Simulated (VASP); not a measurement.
Wanted: the native input for a VASP 6.6.1 run.

```yaml
Task: single point
Functional: PBE
Potentials_or_basis: VASP PAW PBE potentials, release 64 (Al, Co, Ni)
Cutoff: 520 eV
k_mesh: 14 × 14 × 4
Occupations: gaussian, width 0.1 eV
Spin: no spin polarisation
Dipole_correction: no
Further_INCAR_settings: ALGO = Fast; EDIFF = 1e-06; NBANDS = 42
```

The structure of Al5Co2Ni3 lies in POSCAR:

```
Al5Co2Ni3
1.0
    2.8672722369      0.0000000000      0.0000000000
    0.0000000000      2.8672722369      0.0000000000
    0.0000000000      0.0000000000     14.4845887594
Al Co Ni
5 2 3
Direct
    0.5000000000      0.5000000000      0.8989445082
    0.5000000000      0.5000000000      0.1010543721
    0.5000000000      0.5000000000      0.3030799881
    0.5000000000      0.5000000000      0.5000007486
    0.5000000000      0.5000000000      0.6969203902
    0.0000000000      0.0000000000      0.4013379736
    0.0000000000      0.0000000000      0.5986631319
    0.0000000000      0.0000000000      0.7969241712
    0.0000000000      0.0000000000      0.9999990719
    0.0000000000      0.0000000000      0.2030756443
```

The input as run:

INCAR

```
ALGO = Fast
EDIFF = 1E-6
ENCUT = 520
GGA = PE
ISIF = 2
ISMEAR = 0
LASPH = True
LCHARG = True
LELF = True
LREAL = False
LVHAR = True
LWAVE = False
NBANDS = 42
NELM = 80
PREC = Accurate
SIGMA = 0.1
```

KPOINTS

```
k-points
0
Gamma
  14 14 4
```

Potentials or basis: VASP PAW PBE potentials, release 64 (Al, Co, Ni).

The run is started by

```console
$ cat potpaw_PBE.64/Al/POTCAR potpaw_PBE.64/Co/POTCAR potpaw_PBE.64/Ni/POTCAR > POTCAR
$ mpirun -np 1 vasp_std > vasp.out
```

Results of the run:

| Property | Result |
| --- | --- |
| Pressure | 0.0 GPa |
| Largest force | 0.008 eV/Å |
| Band gap on the k mesh | zero (an odd number of electrons rules out a gap without spin polarisation) |

Caveat: the run has no spin polarisation, though such a crystal can be magnetic.

Run time: 18 min on 1 thread of Oxide Virtual Turin-like Processor, with other jobs on the host, peak memory 0.54 GiB.
